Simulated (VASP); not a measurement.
Here is a VASP 6.6.1 calculation.

INCAR

```
PREC = Accurate
ENCUT = 520
EDIFF = 1E-6
ISMEAR = -1
SIGMA = 0.05
LREAL = False
LASPH = True
NELM = 80
ALGO = Normal
ISIF = 2
LWAVE = False
LCHARG = False
GGA = PE
IVDW = 12
NBANDS = 8
```

File KPOINTS:

```
Automatic mesh
0
Gamma
  12 12 12
```

File POSCAR:

```
Sb
1.0
   -1.5893259115      1.5893259115      2.6017691270
    1.5893259115     -1.5893259115      2.6017691270
    1.5893259115      1.5893259115     -2.6017691270
Sb
1
Direct
    0.0000000000      0.0000000000      0.0000000000
```

Potentials or basis: VASP PAW PBE potentials, release 64 (Sb).

Run with:

```sh
$ cat potpaw_PBE.64/Sb/POTCAR > POTCAR
$ mpirun -np 1 vasp_std > vasp.out
```

(1) Predict the dispersion energy per atom.

(2) What does it give for the pressure?

Answers

(1) -0.538 eV.

(2) -0.1 GPa.
